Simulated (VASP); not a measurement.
# Ge (Imma) in VASP: further runs

Ge is run at these levels: PBEsol, RPBE; tasks: single point.

Program: VASP 6.6.1. These are calculated values, not measurements. Logs are shortened: lines on timing, memory, paths and dates and some standing lists are left out, and cuts for length are marked.

## 1. The cell of the first run

Symmetry: Imma, No. 74, orthorhombic system. Conventional cell: a = 4.992 Å, b = 5.302 Å, c = 2.874 Å, α = 90.00°, β = 90.00°, γ = 90.00°. Within 3.5 Å of Ge (site symmetry mm2) lie 8 Ge at 2.68 to 3.08 Å.

## 2. Single point, PBEsol, non-collinear spin, zero start, spin-orbit coupling

Input file INCAR:

```
ALGO = Normal ; EDIFF = 1E-6
ENCUT = 520 ; GGA = PS
GGA_COMPAT = F ; ISIF = 2
ISMEAR = -1 ; LASPH = T
LCHARG = F ; LNONCOLLINEAR = T
LORBIT = 11 ; LORBMOM = T
LREAL = F ; LSORBIT = T
LWAVE = F ; MAGMOM = 0 0 0 0 0 0
NBANDS = 40 ; NELM = 150
PREC = Accurate ; SIGMA = 0.05
```

Input file KPOINTS:

```
k-points
0
Gamma
  8 8 8
```

Input file POSCAR:

```
Ge
1.0
   -2.4958980000      2.6508630000      1.4369470000
    2.4958980000     -2.6508630000      1.4369470000
    2.4958980000      2.6508630000     -1.4369470000
Ge
2
Direct
    0.3140570000      0.0640570000      0.2500000000
    0.6859430000      0.9359430000      0.7500000000
```

Potentials or basis: VASP PAW PBE potentials, release 64 (Ge_d).

Started as:

```bash
$ cat potpaw_PBE.64/Ge_d/POTCAR > POTCAR
$ mpirun -np 1 vasp_ncl > vasp.out
```

OUTCAR:

```text
EDIFF = 1E-6
   ENCUT = 520
   GGA = PS
   ISIF = 2
   ISMEAR = -1
   LASPH = T
   LNONCOLLINEAR = T
   LORBIT = 11
   LREAL = F
   LSORBIT = T
   NELM = 150
   PREC = Accurate

 ion  position               nearest neighbor table
   1  0.314  0.064  0.250-   2 2.68   2 2.68   2 2.72   2 2.72
   2  0.686  0.936  0.750-   1 2.68   1 2.68   1 2.72   1 2.72

  LATTYP: Found a body centered orthorhombic cell.
 ALAT       =     2.8738940000
 B/A-ratio  =     1.7369450648
 C/A-ratio  =     1.8447882907

  Lattice vectors:

 A1 = (   2.4958980000,  -2.6508630000,   1.4369470000)
 A2 = (  -2.4958980000,  -2.6508630000,  -1.4369470000)
 A3 = (   2.4958980000,   2.6508630000,  -1.4369470000)

Analysis of symmetry for initial positions (statically):
=====================================================================
 Subroutine PRICEL returns:
 Original cell was already a primitive cell.

 Routine SETGRP: Setting up the symmetry group for a
 body centered orthorhombic supercell.

 Subroutine GETGRP returns: Found  8 space group operations
 (whereof  4 operations were pure point group operations)
 out of a pool of  8 trial point group operations.

The static configuration has the point symmetry C_2h.
 The point group associated with its full space group is D_2h.

Analysis of symmetry for dynamics (positions and initial velocities):
=====================================================================
 Subroutine PRICEL returns:
 Original cell was already a primitive cell.

 Routine SETGRP: Setting up the symmetry group for a
 body centered orthorhombic supercell.

 Subroutine GETGRP returns: Found  8 space group operations
 (whereof  4 operations were pure point group operations)
 out of a pool of  8 trial point group operations.

The dynamic configuration has the point symmetry C_2h.
 The point group associated with its full space group is D_2h.

Analysis of structural, dynamic, and magnetic symmetry:
=====================================================================
 Subroutine PRICEL returns:
 Original cell was already a primitive cell.

 Routine SETGRP: Setting up the symmetry group for a
 body centered orthorhombic supercell.

 Subroutine GETGRP returns: Found  8 space group operations
 (whereof  4 operations were pure point group operations)
 out of a pool of  8 trial point group operations.

The overall configuration has the point symmetry C_2h.
 The point group associated with its full space group is D_2h.

 Subroutine INISYM returns: Found  8 space group operations
 (whereof  4 operations are pure point group operations),
 and found     1 'primitive' translations

----------------------------------------------------------------------------------------

                                     Primitive cell

  volume of cell :      38.0290

  direct lattice vectors                    reciprocal lattice vectors
    -2.495898000  2.650863000  1.436947000     0.000000000  0.188617820  0.347959946
     2.495898000 -2.650863000  1.436947000     0.200328699  0.000000000  0.347959946
     2.495898000  2.650863000 -1.436947000     0.200328699  0.188617820  0.000000000

  length of vectors
     3.914255760  3.914255760  3.914255760     0.395793893  0.401506801  0.275151358

  position of ions in fractional coordinates (direct lattice)
     0.314057000  0.064057000  0.250000000
     0.685943000  0.935943000  0.750000000

  ion indices of the primitive-cell ions
   primitive index   ion index
                 1           1
                 2           2

----------------------------------------------------------------------------------------

 KPOINTS: k-points

Automatic generation of k-mesh.
 Grid dimensions read from file:
 generate k-points for:    8    8    8

 Generating k-lattice:

  Cartesian coordinates                     Fractional coordinates (reciprocal lattice)
     0.000000000  0.023577227  0.043494993     0.125000000  0.000000000  0.000000000
     0.025041087  0.000000000  0.043494993     0.000000000  0.125000000  0.000000000
     0.025041087  0.023577227  0.000000000     0.000000000  0.000000000  0.125000000

  Length of vectors
     0.049474237  0.050188350  0.034393920

  Shift w.r.t. Gamma in fractional coordinates (k-lattice)
     0.000000000  0.000000000  0.000000000

 Subroutine IBZKPT returns following result:
 ===========================================

 Found     95 irreducible k-points:

 Following reciprocal coordinates:
            Coordinates               Weight
  0.000000  0.000000  0.000000      1.000000
  0.125000  0.000000 -0.000000      4.000000
  0.250000  0.000000 -0.000000      4.000000
[... 42 lines left out ...]
   EDIFFG = 0.1E-04   stopping-criterion for IOM
   NSW    =      0    number of steps for IOM
   IBRION =     -1    ionic relax: 0-MD 1-quasi-New 2-CG
   NFREE  =      0    steps in history (QN), initial steepest desc. (CG)
   ISIF   =      2    stress and relaxation
   ISYM   =      2    0-nonsym 1-usesym 2-fastsym
   POTIM  = 0.5000    time-step for ionic-motion
   TEBEG  =    0.0;   TEEND  =   0.0 temperature during run
   PSTRESS=    0.0 pullay stress
   NELECT =      28.0000    total number of electrons
   NUPDOWN=      -1.0000    fix difference up-down
   EMIN   =  10.00;   EMAX   =-10.00  energy-range for DOS
   EFERMI =   0.00;   METHOD = LEGACY
   ISMEAR =    -1;   SIGMA  =   0.05  broadening in eV -4-tet -1-fermi 0-gaus
   EFERMI_NEDOS =   21; number of points for ismear=-14 and -15
   IALGO  =     38    algorithm
   IMIX   =      4    mixing-type and parameters
     AMIX     =   0.40;   BMIX     =  1.00
     AMIX_MAG =   1.60;   BMIX_MAG =  1.00
  volume/ion in A,a.u.               =      19.01       128.32
  Fermi-wavevector in a.u.,A,eV,Ry     =   1.478277  2.793539 29.732860  2.185304
  Thomas-Fermi vector in A             =   2.592578
   LORBIT       =     11    0 simple, 1 ext, 2 COOP (PROOUT), +10 PAW based schemes
   GGA     = PS    functional components
   LHFCALC =     F    Hartree Fock is set to
   AEXX    =    0.0000 exact exchange contribution
   IVDW    =     0    specifies the selected vdW correction
   LEPSILON=     F    determine dielectric tensor
   LRPA    =     F    only Hartree local field effects (RPA)
  energy-cutoff  :      520.00
  volume of cell :       38.03
 maximum number of plane-waves:      2088
 NGX is ok and might be reduce to    30
   NGX = 15   NGY = 15   NGZ = 15

 number of electron      28.0000014 magnetization       0.0000000     -0.0000000     -0.0000000

 number of electron      28.0000014 magnetization      -0.0000000     -0.0000000     -0.0000000

 number of electron      28.0000014 magnetization      -0.0000000      0.0000000      0.0000000

 number of electron      28.0000014 magnetization       0.0000000      0.0000000      0.0000000

 Free energy of the ion-electron system (eV)
  ---------------------------------------------------
  ext. energy  EPLUGINS =         0.00000000
  ---------------------------------------------------
  free energy    TOTEN  =        -9.53698935 eV

  energy without entropy =       -9.52943441  energy(sigma->0) =       -9.53321188

 E-fermi :   6.3381     XC(G=0): -11.3403

 val. band max:        6.2856841515   @ k =   0.2500   0.3750  -0.0000
 cond. band min:       6.3561691553   @ k =   0.5000   0.1250   0.0000
 fundamental gap:      0.0704850039
 Fermi energy:         6.3381061216

 k-point     1 :       0.0000    0.0000    0.0000
  band No.  band energies     occupation
      1     -18.5166      1.00000
      2     -18.5166      1.00000
      3     -18.5134      1.00000
      4     -18.5134      1.00000
      5     -18.4956      1.00000
      6     -18.4956      1.00000
[... 1021 lines left out ...]
     39      17.1747      0.00000
     40      17.1747      0.00000

 [... further k-points ...]
[... 5 lines left out ...]
  --------------------------------------------------------------------------------------
  -------------------------------------------------------------------------------------
  Total       -0.7697238     -0.7296564     -0.3958396      0.0000000      0.0000000      0.0000000
  in kB      -32.4287841    -30.7407270    -16.6768866      0.0000000      0.0000000      0.0000000
  external PRESSURE =     -26.6154659 kB  Pullay stress =       0.0000000 kB

 VOLUME and BASIS-vectors are now :
 -----------------------------------------------------------------------------
  energy-cutoff  :      520.00
  volume of cell :       38.03
      direct lattice vectors                 reciprocal lattice vectors
    -2.495898000  2.650863000  1.436947000     0.000000000  0.188617820  0.347959946
     2.495898000 -2.650863000  1.436947000     0.200328699  0.000000000  0.347959946
     2.495898000  2.650863000 -1.436947000     0.200328699  0.188617820  0.000000000

 POSITION                                       TOTAL-FORCE (eV/Angst)
 -----------------------------------------------------------------------------------
      0.00000      1.32543      0.18409         0.000000      0.000000      0.021251
      2.49590      1.32543      1.25285        -0.000000     -0.000000     -0.021251
 -----------------------------------------------------------------------------------
    total drift:                               -0.000000     -0.000000      0.000000

  FREE ENERGIE OF THE ION-ELECTRON SYSTEM (eV)
  ---------------------------------------------------
  free  energy   TOTEN  =        -9.5369893548 eV

  energy  without entropy=       -9.5294344086  energy(sigma->0) =       -9.53321188

 orbital moment (x)

 # of ion     p       d       tot
 ----------------------------------------
  1         0.000  -0.000   0.000
  2         0.000  -0.000   0.000
 ----------------------------------------
            0.000  -0.000   0.000

 orbital moment (y)

 # of ion     p       d       tot
 ----------------------------------------
  1         0.000   0.000   0.000
  2         0.000   0.000   0.000
 ----------------------------------------
            0.000   0.000   0.000

 orbital moment (z)

 # of ion     p       d       tot
 ----------------------------------------
  1         0.000   0.000   0.000
  2         0.000   0.000   0.000
 ----------------------------------------
            0.000   0.000   0.000

 Spin-Orbit-Coupling matrix elements

 Ion:    1  E_soc:     -0.0182511
 l=   1
     0.0000000    -0.0020967    -0.0020952
    -0.0020967     0.0000000    -0.0021315
    -0.0020952    -0.0021315     0.0000000
 l=   2
     0.0000000    -0.0001905     0.0000000    -0.0001886    -0.0007440
    -0.0001905     0.0000000    -0.0005605    -0.0001882    -0.0001845
     0.0000000    -0.0005605     0.0000000    -0.0005597     0.0000000
    -0.0001886    -0.0001882    -0.0005597     0.0000000    -0.0001863
    -0.0007440    -0.0001845     0.0000000    -0.0001863     0.0000000
 l=   3
     0.0000000     0.0000000     0.0000000     0.0000000     0.0000000     0.0000000     0.0000000
     0.0000000     0.0000000     0.0000000     0.0000000     0.0000000     0.0000000     0.0000000
     0.0000000     0.0000000     0.0000000     0.0000000     0.0000000     0.0000000     0.0000000
     0.0000000     0.0000000     0.0000000     0.0000000     0.0000000     0.0000000     0.0000000
     0.0000000     0.0000000     0.0000000     0.0000000     0.0000000     0.0000000     0.0000000
     0.0000000     0.0000000     0.0000000     0.0000000     0.0000000     0.0000000     0.0000000
     0.0000000     0.0000000     0.0000000     0.0000000     0.0000000     0.0000000     0.0000000

 Ion:    2  E_soc:     -0.0182511
 l=   1
     0.0000000    -0.0020967    -0.0020952
    -0.0020967     0.0000000    -0.0021315
    -0.0020952    -0.0021315     0.0000000
 l=   2
     0.0000000    -0.0001905     0.0000000    -0.0001886    -0.0007440
    -0.0001905     0.0000000    -0.0005605    -0.0001882    -0.0001845
     0.0000000    -0.0005605     0.0000000    -0.0005597     0.0000000
    -0.0001886    -0.0001882    -0.0005597     0.0000000    -0.0001863
    -0.0007440    -0.0001845     0.0000000    -0.0001863     0.0000000
 l=   3
     0.0000000     0.0000000     0.0000000     0.0000000     0.0000000     0.0000000     0.0000000
     0.0000000     0.0000000     0.0000000     0.0000000     0.0000000     0.0000000     0.0000000
     0.0000000     0.0000000     0.0000000     0.0000000     0.0000000     0.0000000     0.0000000
     0.0000000     0.0000000     0.0000000     0.0000000     0.0000000     0.0000000     0.0000000
     0.0000000     0.0000000     0.0000000     0.0000000     0.0000000     0.0000000     0.0000000
     0.0000000     0.0000000     0.0000000     0.0000000     0.0000000     0.0000000     0.0000000
     0.0000000     0.0000000     0.0000000     0.0000000     0.0000000     0.0000000     0.0000000

 total charge

# of ion       s       p       d       tot
------------------------------------------
    1        1.212   1.004  10.024  12.240
    2        1.212   1.004  10.024  12.240
--------------------------------------------------
tot          2.423   2.009  20.047  24.480

 magnetization (x)

# of ion       s       p       d       tot
------------------------------------------
    1        0.000   0.000   0.000   0.000
    2        0.000   0.000   0.000   0.000
--------------------------------------------------
tot          0.000   0.000   0.000   0.000

 magnetization (y)

# of ion       s       p       d       tot
------------------------------------------
    1        0.000   0.000   0.000   0.000
    2        0.000   0.000   0.000   0.000
--------------------------------------------------
tot          0.000   0.000   0.000   0.000

 magnetization (z)

# of ion       s       p       d       tot
------------------------------------------
    1        0.000   0.000   0.000   0.000
    2        0.000   0.000   0.000   0.000
--------------------------------------------------
tot          0.000   0.000   0.000   0.000
```

Wall time 12 min (1 thread of Intel Xeon 8259CL, shared host); peak memory 0.39 GiB.

What came out:

| Property | Result |
| --- | --- |
| Free energy | -9.5370 eV |
| Pressure | -2.7 GPa |
| Largest force | 0.021 eV/Å |
| Net moment | 0.00 μB per cell |
| Valence electrons inside the program's atomic spheres | Ge 12.24 |

Forces on the atoms (eV/Å):
```
Ge   0.000  0.000  0.021
Ge   0.000  0.000 -0.021
```

Moments on the atoms (μB; x, y, z):
```
Ge  0.00 0.00 0.00
Ge  0.00 0.00 0.00
```

Caveat: the PAW data sets were made with another functional, which shifts forces and pressure a little.

## 3. Single point, RPBE

Input file INCAR:

```
SYSTEM = Ge
PREC = Accurate
ENCUT = 520
EDIFF = 1E-7
ISMEAR = -1
SIGMA = 0.05
LREAL = .False.
LASPH = .True.
NELM = 60
ALGO = Normal
ISIF = 2
LWAVE = .False.
LCHARG = .False.
GGA = RP
NBANDS = 21
```

Input file KPOINTS:

```
regular mesh
0
Gamma
  11 11 11
  0 0 0
```

POSCAR is that of step 2.

Potentials or basis: VASP PAW PBE potentials, release 64 (Ge_d).

Started as:

```bash
$ cat potpaw_PBE.64/Ge_d/POTCAR > POTCAR
$ mpirun -np 1 vasp_std > vasp.out
```

Run time: 3.8 min. Hardware: 1 thread of Intel Xeon 8259CL, shared host; peak memory 0.27 GiB.

It converged, with:

```yaml
Free_energy: -7.8145 eV
Pressure: 2.9 GPa
Largest_force: 0.054 eV/Å
Band_gap_on_the_k_mesh: zero (bands 14 and 15 overlap by 5.25 eV)
```

Forces in eV/Å, atoms in the order of the input:
```
Ge   0.000  0.000  0.054
Ge   0.000  0.000 -0.054
```

Stress tensor (GPa, compression positive):
```
4.07 0.00 0.00
0.00 2.01 0.00
0.00 0.00 2.51
```

Levels at points of the mesh, in eV from the Fermi level:
```tsv
k point	band 11	band 12	band 13	band 14	band 15	band 16	band 17	band 18
(0.00, 0.00, 0.00)	-13.12	-3.78	-2.38	-1.93	3.41	6.96	7.19	7.92
```

Caveat: the PAW data sets were made with another functional, which shifts forces and pressure a little.
